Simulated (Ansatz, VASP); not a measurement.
## AlHg in VASP and in Ansatz

Contents of INCAR:

```
SYSTEM = AlHg
PREC = Accurate
ENCUT = 600
EDIFF = 1E-6
ISMEAR = -1
SIGMA = 0.05
LREAL = .FALSE.
LASPH = .TRUE.
NELM = 100
ALGO = Fast
ISIF = 3
LWAVE = .FALSE.
LCHARG = .FALSE.
GGA = PS
IBRION = 2
NSW = 60
EDIFFG = -0.005
```

The input KPOINTS:

```
Automatic mesh
0
G
  8 8 8
  0 0 0
```

POSCAR

```
AlHg
1.0
    0.0000000000      3.0685300000      3.0685300000
    3.0685300000      0.0000000000      3.0685300000
    3.0685300000      3.0685300000      0.0000000000
Al Hg
1 1
Direct
    0.0000000000      0.0000000000      0.0000000000
    0.7500000000      0.7500000000      0.7500000000
```

Contents of input.yaml:

```yaml
crystal:
  lattice:
    - [0.0, 3.06853, 3.06853]
    - [3.06853, 0.0, 3.06853]
    - [3.06853, 3.06853, 0.0]
  atoms:
    - { symbol: Al, position: [0.0, 0.0, 0.0] }
    - { symbol: Hg, position: [0.75, 0.75, 0.75] }
hamiltonian:
  xc: pbesol
  pseudopotentials: { kind: paw }
kpoints:
  mp_grid: { grid: [8, 8, 8] }
scf:
  occupations: { method: fermi_dirac, width: 0.05 }
output:
  forces: true
  stress: true
  eigenvalues: true
relax:
  f_tol: 0.01
  max_steps: 40
  cell: { stress_tol: 0.05 }
```

Alike in both runs: task relaxation of cell and atoms; functional PBEsol; k mesh 8 × 8 × 8; occupations fermi-dirac, width 0.05 eV; no spin polarisation.

```csv
,VASP,Ansatz
version,VASP 6.6.1,Ansatz 0.2.0
potentials or method,"VASP PAW PBE potentials, release 64 (Al, Hg)",Ansatz PAW
plane-wave cutoff (eV),600,420
valence electrons in the cell,15,23
```

|  | VASP | Ansatz | Ansatz less VASP |
| --- | --- | --- | --- |
| gap on the k mesh at the Fermi level, each at its own relaxed structure (eV) | none | none | - |
| relaxed volume (Å³/atom) | 27.35 | 27.25 | -0.101 |
| relaxed cell length with the largest relative difference (Å) | 4.261 | 4.256 | -0.0052 |

VASP's potentials were made for PBE, not for PBEsol. A gap of «none» marks a metal or a gap that the smearing closes. VASP's potentials hold 15 valence electrons a cell and Ansatz's 23, so a difference there can come from the potentials and not from the codes.

Spin-orbit coupling is off throughout. Noted on Ansatz's run: the plane-wave basis is chosen anew once the cell has moved, so the energies of steps on either side of that aren't comparable.
